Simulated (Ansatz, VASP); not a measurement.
# PtSe2: VASP beside Ansatz

```
CELL_PARAMETERS angstrom
3.76157 0.00000 0.00000
-1.88079 3.25762 0.00000
0.00000 0.00000 4.85956
ATOMIC_POSITIONS crystal
Pt 0.00000 0.00000 0.00000
Se 0.33333 0.66667 0.26070
Se 0.66667 0.33333 0.73930
```

Alike in both runs: functional PBEsol; k mesh 13 × 13 × 9; occupations fermi-dirac, width 0.05 eV; no spin polarisation.

Ansatz relaxed the structure, and its values are those at the end. VASP's run is a single point on that final structure, the one shown.

|  | VASP | Ansatz |
| --- | --- | --- |
| version | VASP 6.6.1 | Ansatz 0.2.0 |
| potentials or method | VASP PAW PBE potentials, release 64 (Pt, Se) | plane waves, PAW |
| plane-wave cutoff (eV) | 520 | 420 |
| valence electrons in the cell | 22 | 50 |

Ansatz gave:

| Item | Value |
| --- | --- |
| pressure (GPa) | 0.0 |
| rms of the force components (eV/Å) | 0.000 |

**Question.** What did VASP give for the same quantities?

**Answer.** Pressure (GPa): 0.1; rms of the force components (eV/Å): 0.007.

VASP's potentials were made for PBE, not for PBEsol. The functional is the same, so the differences come from potentials, cutoffs and numerics. VASP's potentials hold 22 valence electrons a cell and Ansatz's 50, so a difference there can come from the potentials and not from the codes. Ansatz's warnings: structure snapped to symmetry.

Spin-orbit coupling is off throughout.
